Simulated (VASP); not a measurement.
Here is a VASP 6.6.1 calculation.

INCAR

```
ALGO = Normal ; EDIFF = 1E-6
ENCUT = 520 ; GGA = PE
ISIF = 2 ; ISMEAR = -1
LASPH = T ; LCHARG = F
LREAL = Auto ; LWAVE = F
NBANDS = 80 ; NELECT = 132.0
NELM = 60 ; PREC = Accurate
SIGMA = 0.05
```

Contents of KPOINTS:

```
k-points
0
Gamma
  2 2 2
```

File POSCAR:

```
Zn6GaO8
1.0
   -3.2049000000     -5.5510500000      0.0000000000
    4.8073500000     -2.7755250000      0.0000000000
    0.0000000000      0.0000000000      5.1216000000
Zn O Ga
6 8 1
Direct
    0.5362691850      0.3231420868      0.0048127538
    0.4685458361      0.6844624482      0.4842228991
    0.2641615706      0.8124437408     -0.0152913152
   -0.0100571267      0.6863712679      0.5151144174
    0.7671979100      0.8155311308      0.0074232662
    0.7154582371      0.1829554961      0.5218263824
    0.4778644625      0.3529798779      0.3753411043
    0.5186533263      0.6555262349      0.8658542252
    0.2237535866      0.8524706688      0.3623477038
    0.2805084456      0.1539635178      0.8998578569
   -0.0484143751      0.3627060167      0.3893767573
    0.0149624472      0.6308837815      0.8959729381
    0.7308383951      0.8496088224      0.3902110669
    0.7954822014      0.1561061515      0.9019450953
    0.0656606461      0.2746660436      0.0858292331
```

Potentials or basis: VASP PAW PBE potentials, release 64 (Zn, O, Ga_d).

Run with:

```sh
$ cat potpaw_PBE.64/Zn/POTCAR potpaw_PBE.64/O/POTCAR potpaw_PBE.64/Ga_d/POTCAR > POTCAR
$ mpirun -np 1 vasp_std > vasp.out
```

Task: Estimate the largest force.

Result: 2.147 eV/Å.

Forces on the atoms (eV/Å):
```
Zn   0.062  0.129  0.054
Zn  -0.078 -0.031  0.110
Zn   0.120 -0.069  0.180
Zn  -0.078  0.003  0.061
Zn  -0.083  0.023  0.055
Zn  -0.109 -0.132  0.033
O   -0.163 -0.213  0.150
O   -0.003  0.003  0.061
O   -0.356 -0.008  0.194
O    0.043  0.029  0.033
O   -0.275 -0.169  0.101
O   -0.411  0.133  0.217
O   -0.069 -0.024  0.108
O   -0.031 -0.224  0.143
Ga   1.433  0.552 -1.502
```

Caveat: the k points lie up to 0.61 Å⁻¹ apart; the cell carries a net charge on a neutralising background, which shifts energy and pressure.
